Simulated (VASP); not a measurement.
The system is Be3CdS2.

```xyz
6
Lattice="2.5879 1.4941 3.9596 -2.5879 1.4941 3.9596 0.0000 -2.9882 3.9596" Properties=species:S:1:pos:R:3 pbc="T T T"
Be   -1.2939    0.7471    1.9798
Be    1.2939    0.7471    1.9798
Be    0.0000   -1.4941    1.9798
Cd    0.0000    0.0000    0.0000
S     0.0000    0.0000    7.4507
S     0.0000    0.0000    4.4281
```

The cell was generated, and may not be a known phase.

```yaml
Program: VASP 6.6.1
Task: relaxation of cell and atoms
Functional: PBE
Potentials_or_basis: VASP PAW PBE potentials, release 64 (Be, Cd, S)
Cutoff: 600 eV
k_mesh: 6 × 6 × 6
Occupations: gaussian, width 0.1 eV
Spin: no spin polarisation
```

At the start: pressure -3.9 GPa; volume 15.31 Å³/atom.

Q: Where does the relaxation end?

A: Over 32 steps the energy falls by 571.6 meV/atom and the volume is 15.13 Å³/atom (-1.2 %); space group R-3m (No. 166, to 0.1 Å) before and after.

The path:
```csv
step,energy change (eV),largest force (eV/Å),pressure (GPa),volume (Å³)
1,0.0000,0.1634,-3.92,91.86
2,-0.0739,0.0232,0.15,86.97
3,-0.0741,0.0320,0.35,86.76
4,-0.0840,0.1441,0.25,86.80
5,-0.1141,0.4758,0.09,86.89
6,-0.2116,0.9935,0.24,86.86
7,-0.5582,1.9344,2.18,86.03
8,-0.2586,4.2765,16.45,81.64
9,-0.7430,2.7796,5.83,84.69
10,-0.7239,3.1130,7.83,84.05
11,-0.7333,3.0352,7.34,84.20
12,-0.7340,3.0399,7.35,84.21
13,-0.7359,3.0547,7.40,84.23
14,-0.7394,3.0842,7.48,84.27
15,-0.7449,3.1434,7.67,84.35
16,-0.7501,3.2616,8.10,84.50
17,-0.7581,3.2587,8.04,84.55
18,-0.7822,3.2499,7.85,84.71
19,-0.8300,3.2321,7.48,85.04
20,-0.9237,3.1937,6.76,85.68
21,-1.1037,3.1082,5.38,86.97
22,-1.4343,2.9061,2.86,89.56
23,-1.9766,2.4229,-1.34,94.70
24,-2.5231,1.3896,-7.35,104.93
25,-2.7998,1.2233,-6.52,102.72
26,-3.1353,0.8555,-4.53,98.41
27,-2.8460,0.3463,1.77,89.51
28,-3.1992,0.5917,-3.10,95.86
29,-3.3681,0.3610,-1.05,92.73
30,-3.4217,0.1006,0.85,90.14
31,-3.4226,0.0563,1.14,89.76
32,-3.4294,0.0027,0.26,90.75
```

Final structure:
```
CELL_PARAMETERS angstrom
2.03614 1.17557 6.31915
-2.03614 1.17557 6.31915
0.00000 -2.35114 6.31915
ATOMIC_POSITIONS crystal
Be 0.00000 0.50000 0.00000
Be 0.50000 0.00000 0.00000
Be 0.00000 0.00000 0.50000
Cd 0.00000 0.00000 0.00000
S 0.58434 0.58434 0.58434
S 0.41566 0.41566 0.41566
```

Caveat: a cell axis changed by over 15 % at a fixed basis, so the end point is rough.
